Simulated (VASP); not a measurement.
Input of a VASP 6.6.1 run:

File INCAR:

```
ALGO     = Normal         # electronic algorithm
EDIFF    = 1E-6           # SCF threshold, eV
EDIFFG   = -0.01          # ionic threshold
ENCUT    = 600            # plane-wave cutoff, eV
GGA      = PS             # functional
IBRION   = 2              # ionic algorithm
ISIF     = 4              # what is computed and relaxed
ISMEAR   = 0              # smearing method
LASPH    = T              # aspherical terms in the spheres
LCHARG   = F              # write CHGCAR
LREAL    = F              # projectors in reciprocal space
LWAVE    = F              # write WAVECAR
NELM     = 60             # most SCF steps
NSW      = 50             # ionic steps
PREC     = Accurate       # precision mode
SIGMA    = 0.1            # smearing width, eV
```

File KPOINTS:

```
k-points
0
Gamma
  12 12 2
```

The input POSCAR:

```
GeSb4Te4
1.0
    4.1438737006      0.0000000000      0.0000000000
   -2.0719368503      3.5886998948      0.0000000000
    0.0000000000      0.0000000000     16.4064452492
Ge Sb Te
1 4 4
Direct
    0.0000000000      0.0000000000      0.0000000000
    0.3333333333      0.6666666667      0.5473994929
    0.6666666667      0.3333333333      0.4526005071
    0.6666666667      0.3333333333      0.7857273652
    0.3333333333      0.6666666667      0.2142726348
    0.3333333333      0.6666666667      0.9027419707
    0.6666666667      0.3333333333      0.0972580293
    0.0000000000      0.0000000000      0.6818990353
    0.0000000000      0.0000000000      0.3181009647
```

Potentials or basis: VASP PAW PBE potentials, release 64 (Ge_d, Sb, Te).

The run is started by

```bash
$ cat potpaw_PBE.64/Ge_d/POTCAR potpaw_PBE.64/Sb/POTCAR potpaw_PBE.64/Te/POTCAR > POTCAR
$ mpirun -np 1 vasp_std > vasp.out
```

Task: Estimate the band gap on the k mesh.

Result: Zero (bands 29 and 30 overlap by 0.22 eV).

Final structure:
```cif
data_structure
_symmetry_space_group_name_H-M 'P 1'
_symmetry_Int_Tables_number 1
_cell_length_a 4.1458
_cell_length_b 4.1458
_cell_length_c 16.3909
_cell_angle_alpha 90.000
_cell_angle_beta 90.000
_cell_angle_gamma 120.000
_cell_volume 243.98
loop_
_atom_site_label
_atom_site_type_symbol
_atom_site_fract_x
_atom_site_fract_y
_atom_site_fract_z
_atom_site_occupancy
Ge1 Ge 0.00000 0.00000 0.00000 1
Sb1 Sb 0.33333 0.66667 0.54845 1
Sb2 Sb 0.66667 0.33333 0.45155 1
Sb3 Sb 0.66667 0.33333 0.78562 1
Sb4 Sb 0.33333 0.66667 0.21438 1
Te1 Te 0.33333 0.66667 0.90280 1
Te2 Te 0.66667 0.33333 0.09720 1
Te3 Te 0.00000 0.00000 0.68006 1
Te4 Te 0.00000 0.00000 0.31994 1
```

Caveat: spin-orbit coupling is left out, which moves the levels of the heavy elements.
